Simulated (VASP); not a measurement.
Crystal: Ti.

```xyz
4
Lattice="1.6186 -5.1344 0.0000 1.6186 5.1344 0.0000 0.0000 0.0000 4.2835" Properties=species:S:1:pos:R:3 pbc="T T T"
Ti    1.6186    4.1280    3.8980
Ti    1.6186   -1.0063    2.5273
Ti    1.6186   -4.1280    0.3855
Ti    1.6186    1.0063    1.7563
```

```yaml
Program: VASP 6.6.1
Task: relaxation of cell and atoms
Functional: PBEsol
Potentials_or_basis: VASP PAW PBE potentials, release 64 (Ti_sv)
Cutoff: 600 eV
k_mesh: 6 × 6 × 4
Occupations: gaussian, width 0.1 eV
Spin: no spin polarisation
```

At the start: pressure 5.6 GPa; volume 17.80 Å³/atom.

How do energy, volume and symmetry change on relaxing?

Over 27 steps the energy falls by 1603.4 meV/atom and the volume is 16.77 Å³/atom (-5.8 %); space group Fmmm (No. 69, to 0.05 Å).

The path:
```csv
step,energy change (eV),largest force (eV/Å),pressure (GPa),volume (Å³)
1,0.0000,3.5338,5.55,71.19
2,-2.2506,3.2340,-5.23,77.72
3,-3.3473,1.2912,-19.16,98.97
4,-3.9342,1.1324,-18.72,91.65
5,-4.9119,1.1828,-15.98,85.43
6,-5.2707,1.4709,-10.85,80.52
7,-5.7350,1.1639,-7.85,75.87
8,-6.1374,0.3325,1.46,67.64
9,-6.1376,0.2957,1.92,67.35
10,-6.1638,0.1096,0.97,67.80
11,-6.1782,0.1813,-0.32,68.48
12,-6.1936,0.1896,-0.35,68.40
13,-6.2444,0.3033,-0.18,68.13
14,-6.3465,0.5366,0.80,67.31
15,-5.8686,0.3001,5.01,64.70
16,-6.3572,0.5691,1.14,67.11
17,-6.3480,0.5489,1.70,66.54
18,-6.3623,0.5726,1.32,66.94
19,-6.3706,0.5112,1.04,67.01
20,-6.3756,0.4169,0.62,67.11
21,-6.3829,0.3710,0.46,67.18
22,-6.3996,0.2389,-0.01,67.37
23,-6.4112,0.0222,-0.87,67.73
24,-6.4112,0.0282,-0.82,67.71
25,-6.4127,0.0277,-0.45,67.47
26,-6.4135,0.0303,0.45,66.91
27,-6.4137,0.0291,0.19,67.07
```

Final structure:
```
CELL_PARAMETERS angstrom
1.44868 -4.75179 0.00000
1.44868 4.75179 0.00000
0.00000 0.00000 4.87164
ATOMIC_POSITIONS crystal
Ti 0.13462 0.86538 0.00031
Ti 0.63462 0.36538 0.49969
Ti 0.86538 0.13462 0.99969
Ti 0.36538 0.63462 0.50031
```

Caveat: the k points lie up to 0.38 Å⁻¹ apart in the final cell; the PAW data sets were made with another functional, which shifts forces and pressure a little.
